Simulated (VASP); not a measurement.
# KCa2BO3 (P1) in VASP: single point with PBE

Aim: the single point of KCa2BO3 with PBE.

All numbers are computed with VASP 6.6.1; they aren't measurements. Logs are shortened: lines on timing, memory, paths and dates and some standing lists are left out, and cuts for length are marked.

### 1 The cell of the first run

The typed cell holds 14 atoms: a = 6.702 Å, b = 6.217 Å, c = 6.179 Å, α = 90.00°, β = 90.00°, γ = 90.00°.

### 2 Single point, PBE

File INCAR:

```
SYSTEM = KCa2BO3
  PREC = Accurate
  ENCUT = 520
  EDIFF = 1E-6
  ISMEAR = -1
  SIGMA = 0.05
  LREAL = .FALSE.
  LASPH = .TRUE.
  NELM = 80
  ALGO = Normal
  ISIF = 2
  LWAVE = .FALSE.
  LCHARG = .FALSE.
  GGA = PE
  NBANDS = 63
```

File KPOINTS:

```
Automatic mesh
0
G
  3 3 3
  0 0 0
```

File POSCAR:

```
KCa2BO3
1.0
    6.7020620000      0.0000000000      0.0000000000
    0.0000000000      6.2170810000      0.0000000000
    0.0000000000      0.0000000000      6.1793480000
O Ca K B
6 4 2 2
Direct
    0.2581966565      0.7769263421      0.0171722000
    0.7613792591      0.2238183804      0.9572318957
    0.2535765858      0.9418003401      0.6626980711
    0.2356280798      0.5711297633      0.6772426476
    0.7450371244      0.0573664715      0.3151232136
    0.7383920053      0.4333543346      0.3083508163
    0.4831228061      0.7444078660      0.3734979807
    0.0087437269      0.7543292423      0.3759252594
    0.9730245706      0.2558716864      0.6196703924
    0.5144762910      0.2659067817      0.6378757112
    0.7505263306      0.7568059673      0.9538933557
    0.2573393084      0.2230488874      0.0566940072
    0.2590613158      0.7627833705      0.7943496628
    0.7599061304      0.2461685798      0.1780762307
```

Potentials or basis: VASP PAW PBE potentials, release 64 (O, Ca_sv, K_sv, B).

Run with:

```console
$ cat potpaw_PBE.64/O/POTCAR potpaw_PBE.64/Ca_sv/POTCAR potpaw_PBE.64/K_sv/POTCAR potpaw_PBE.64/B/POTCAR > POTCAR
$ mpirun -np 1 vasp_std > vasp.out
```

OUTCAR:

```text
SYSTEM = KCa2BO3
   PREC = Accurate
   ENCUT = 520
   EDIFF = 1E-6
   ISMEAR = -1
   LREAL = .FALSE.
   LASPH = .TRUE.
   NELM = 80
   ISIF = 2
   GGA = PE

 ion  position               nearest neighbor table
   1  0.258  0.777  0.017-  13 1.38  12 2.78
   2  0.761  0.224  0.957-  14 1.37   9 2.53
   3  0.254  0.942  0.663-  13 1.38
   4  0.236  0.571  0.677-  13 1.40
   5  0.745  0.057  0.315-  14 1.45
   6  0.738  0.433  0.308-  14 1.42
   7  0.483  0.744  0.373-  11 3.15
   8  0.009  0.754  0.376-  11 3.13
   9  0.973  0.256  0.620-   2 2.53  10 3.08  12 3.31
  10  0.514  0.266  0.638-   9 3.08  12 3.12
  11  0.751  0.757  0.954-   8 3.13   7 3.15
  12  0.257  0.223  0.057-   1 2.78  10 3.12   9 3.31
  13  0.259  0.763  0.794-   3 1.38   1 1.38   4 1.40
  14  0.760  0.246  0.178-   2 1.37   6 1.42   5 1.45

  LATTYP: Found a simple orthorhombic cell.
 ALAT       =     6.1793480000
 B/A-ratio  =     1.0061063077
 C/A-ratio  =     1.0845904778

  Lattice vectors:

 A1 = (   0.0000000000,   0.0000000000,  -6.1793480000)
 A2 = (   0.0000000000,   6.2170810000,   0.0000000000)
 A3 = (   6.7020620000,   0.0000000000,   0.0000000000)

Analysis of symmetry for initial positions (statically):
=====================================================================
 Subroutine PRICEL returns:
 Original cell was already a primitive cell.

 Routine SETGRP: Setting up the symmetry group for a
 simple orthorhombic supercell.

 Subroutine GETGRP returns: Found  1 space group operations
 (whereof  1 operations were pure point group operations)
 out of a pool of  8 trial point group operations.

The static configuration has the point symmetry C_1 .

Analysis of symmetry for dynamics (positions and initial velocities):
=====================================================================
 Subroutine PRICEL returns:
 Original cell was already a primitive cell.

 Routine SETGRP: Setting up the symmetry group for a
 simple orthorhombic supercell.

 Subroutine GETGRP returns: Found  1 space group operations
 (whereof  1 operations were pure point group operations)
 out of a pool of  8 trial point group operations.

The dynamic configuration has the point symmetry C_1 .

 Subroutine INISYM returns: Found  1 space group operations
[... 122 lines left out ...]
   NUPDOWN=      -1.0000    fix difference up-down
   EMIN   =  10.00;   EMAX   =-10.00  energy-range for DOS
   EFERMI =   0.00;   METHOD = LEGACY
   ISMEAR =    -1;   SIGMA  =   0.05  broadening in eV -4-tet -1-fermi 0-gaus
   EFERMI_NEDOS =   21; number of points for ismear=-14 and -15
   IALGO  =     38    algorithm
   IMIX   =      4    mixing-type and parameters
     AMIX     =   0.40;   BMIX     =  1.00
     AMIX_MAG =   1.60;   BMIX_MAG =  1.00
  volume/ion in A,a.u.               =      18.39       124.11
  Fermi-wavevector in a.u.,A,eV,Ry     =   1.194434  2.257154 19.411071  1.426673
  Thomas-Fermi vector in A             =   2.330425
   LORBIT       =      0    0 simple, 1 ext, 2 COOP (PROOUT), +10 PAW based schemes
   GGA     = PE    functional components
   LHFCALC =     F    Hartree Fock is set to
   AEXX    =    0.0000 exact exchange contribution
   IVDW    =     0    specifies the selected vdW correction
   LEPSILON=     F    determine dielectric tensor
   LRPA    =     F    only Hartree local field effects (RPA)
 non-spin polarized calculation
  energy-cutoff  :      520.00
  volume of cell :      257.48
 maximum number of plane-waves:      6975
 NGX is ok and might be reduce to    50
   NGX = 25   NGY = 23   NGZ = 23

 number of electron     100.0000000 magnetization

 number of electron      99.9999987 magnetization

 Free energy of the ion-electron system (eV)
  ---------------------------------------------------
  ext. energy  EPLUGINS =         0.00000000
  ---------------------------------------------------
  free energy    TOTEN  =       -78.20480059 eV

  energy without entropy =      -78.19943819  energy(sigma->0) =      -78.20211939

 E-fermi :   4.1337     XC(G=0):  -8.8722

 val. band max:        3.9481015715   @ k =  -0.3333   0.3333   0.0000
 cond. band min:       4.2829409629   @ k =   0.0000   0.0000   0.0000
 fundamental gap:      0.3348393914
 Fermi energy:         4.1337361461

 k-point     1 :       0.0000    0.0000    0.0000
  band No.  band energies     occupation
      1     -38.9901      2.00000
      2     -38.8658      2.00000
      3     -38.8443      2.00000
      4     -38.8044      2.00000
      5     -28.1001      2.00000
      6     -28.0437      2.00000
[... 899 lines left out ...]
     61       6.0230      0.00000
     62       6.1314      0.00000
 [bands above 62 left out]

------------------------ aborting loop because EDIFF is reached ----------------------------------------

  FORCE on cell =-STRESS in cart. coord.  units (eV):
  Direction    XX          YY          ZZ          XY          YZ          ZX
  --------------------------------------------------------------------------------------
  -------------------------------------------------------------------------------------
  Total       -2.8289976     -6.4849557     -1.8736509      0.0892804     -1.4115063     -0.4994422
  in kB      -17.6037642    -40.3533854    -11.6590087      0.5555577     -8.7832612     -3.1078367
  external PRESSURE =     -23.2053861 kB  Pullay stress =       0.0000000 kB

 VOLUME and BASIS-vectors are now :
 -----------------------------------------------------------------------------
  energy-cutoff  :      520.00
  volume of cell :      257.48
      direct lattice vectors                 reciprocal lattice vectors
     6.702062000  0.000000000  0.000000000     0.149207811  0.000000000  0.000000000
     0.000000000  6.217081000  0.000000000     0.000000000  0.160847189  0.000000000
     0.000000000  0.000000000  6.179348000     0.000000000  0.000000000  0.161829371

 POSITION                                       TOTAL-FORCE (eV/Angst)
 -----------------------------------------------------------------------------------
      1.73045      4.83021      0.10611         0.290397     -0.138721      0.953857
      5.10281      1.39150      5.91507         0.071161      0.536049     -0.826537
      1.69949      5.85525      4.09504         0.181708      1.783441     -1.017829
      1.57919      3.55076      4.18492         0.206738     -1.256594     -0.385755
      4.99329      0.35665      1.94726         0.285738     -0.500611      0.034122
      4.94875      2.69420      1.90541         0.206433      0.659366     -0.487232
      3.23792      4.62804      2.30797         0.013196      0.085962      0.247315
      0.05860      4.68973      2.32297         0.071986     -0.063848      0.423057
      6.52127      1.59077      3.82916         0.356025      0.161143     -0.304873
      3.44805      1.65316      3.94166        -0.317688     -0.100131     -0.647282
      5.03007      4.70512      5.89444         0.075569      0.018965     -0.365349
      1.72470      1.38671      0.35033        -0.053306      0.097578      0.180815
      1.73625      4.74229      4.90856        -0.668693     -0.613973      0.962317
      5.09294      1.53045      1.10040        -0.719265     -0.668627      1.233373
 -----------------------------------------------------------------------------------
    total drift:                               -0.000381      0.000928      0.001797

  FREE ENERGIE OF THE ION-ELECTRON SYSTEM (eV)
  ---------------------------------------------------
  free  energy   TOTEN  =       -78.2048005927 eV

  energy  without entropy=      -78.1994381877  energy(sigma->0) =      -78.20211939
```

stdout:

```text
POSCAR found type information on POSCAR O CaK B
 POSCAR found :  4 types and      14 ions
 scaLAPACK will be used
 LDA part: xc-table for (Slater+PW92), standard interpolation
 POSCAR, INCAR and KPOINTS ok, starting setup
 FFT: planning ... GRIDC
 FFT: planning ... GRID_SOFT
 FFT: planning ... GRID
 WAVECAR not read
 entering main loop
```

It took 2.6 min on 1 thread of Intel Xeon 6975P-C (Granite Rapids), shared host; peak memory 0.45 GiB.

What came out:

* Free energy: -78.2048 eV
* Pressure: -2.3 GPa
* Largest force: 2.061 eV/Å
* Band gap on the k mesh: 0.33 eV (least direct gap 0.59 eV)

Forces in eV/Å, atoms in the order of the input:
```
O    0.290 -0.139  0.954
O    0.071  0.536 -0.827
O    0.182  1.783 -1.018
O    0.207 -1.257 -0.386
O    0.286 -0.501  0.034
O    0.206  0.659 -0.487
Ca   0.013  0.086  0.247
Ca   0.072 -0.064  0.423
Ca   0.356  0.161 -0.305
Ca  -0.318 -0.100 -0.647
K    0.076  0.019 -0.365
K   -0.053  0.098  0.181
B   -0.669 -0.614  0.962
B   -0.719 -0.669  1.233
```

Levels at points of the mesh, in eV from the valence-band top:
```csv
k point,band 48,band 49,band 50,band 51,band 52,band 53
"(0.00, 0.00, 0.00)",-3.64,-1.77,-0.26,0.33,0.60,0.94
```

Caveat: an odd mesh through Γ misses points on the zone boundary, where band edges can lie; forces of over 1 eV/Å act on the atoms, so gaps and moduli don't describe the material at rest.
